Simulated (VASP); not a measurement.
The system is SiSe3.

```
Si Se
1.0
     5.78215    0.00000    0.00000
     0.00000    5.78215    0.00000
     0.00000    0.00000    5.78215
Si Se
2 6
Direct
  0.00000 0.00000 0.00000
  0.50000 0.50000 0.50000
  0.00000 0.50000 0.25000
  0.00000 0.50000 0.75000
  0.25000 0.00000 0.50000
  0.75000 0.00000 0.50000
  0.50000 0.75000 0.00000
  0.50000 0.25000 0.00000
```

```yaml
Program: VASP 6.6.1
Task: relaxation of cell and atoms
Functional: PBE
Potentials_or_basis: VASP PAW PBE potentials, release 64 (Si, Se)
Cutoff: 500 eV
k_mesh: 4 × 4 × 4
Occupations: gaussian, width 0.1 eV
Spin: no spin polarisation
```

At the start: pressure -7.8 GPa; volume 24.16 Å³/atom.

Problem. How do energy, volume and symmetry change on relaxing?

Solution. Over 3 steps the energy falls by 117.0 meV/atom and the volume is 20.10 Å³/atom (-16.8 %); space group Pm-3n (No. 223, to 0.05 Å).

Step by step:
```csv
step,energy change (eV),largest force (eV/Å),pressure (GPa),volume (Å³)
1,0.0000,0.0000,-7.82,193.32
2,-0.9331,0.0000,-0.56,162.17
3,-0.9357,0.0000,-0.02,160.76
```

Final structure:
```cif
data_structure
_symmetry_space_group_name_H-M 'P 1'
_symmetry_Int_Tables_number 1
_cell_length_a 5.4374
_cell_length_b 5.4374
_cell_length_c 5.4374
_cell_angle_alpha 90.000
_cell_angle_beta 90.000
_cell_angle_gamma 90.000
_cell_volume 160.76
loop_
_atom_site_label
_atom_site_type_symbol
_atom_site_fract_x
_atom_site_fract_y
_atom_site_fract_z
_atom_site_occupancy
Si1 Si 0.00000 0.00000 0.00000 1
Si2 Si 0.50000 0.50000 0.50000 1
Se1 Se 0.00000 0.50000 0.25000 1
Se2 Se 0.00000 0.50000 0.75000 1
Se3 Se 0.25000 0.00000 0.50000 1
Se4 Se 0.75000 0.00000 0.50000 1
Se5 Se 0.50000 0.75000 0.00000 1
Se6 Se 0.50000 0.25000 0.00000 1
```

Caveat: the volume moved by over 15 % at a fixed basis, so the end points are rough.
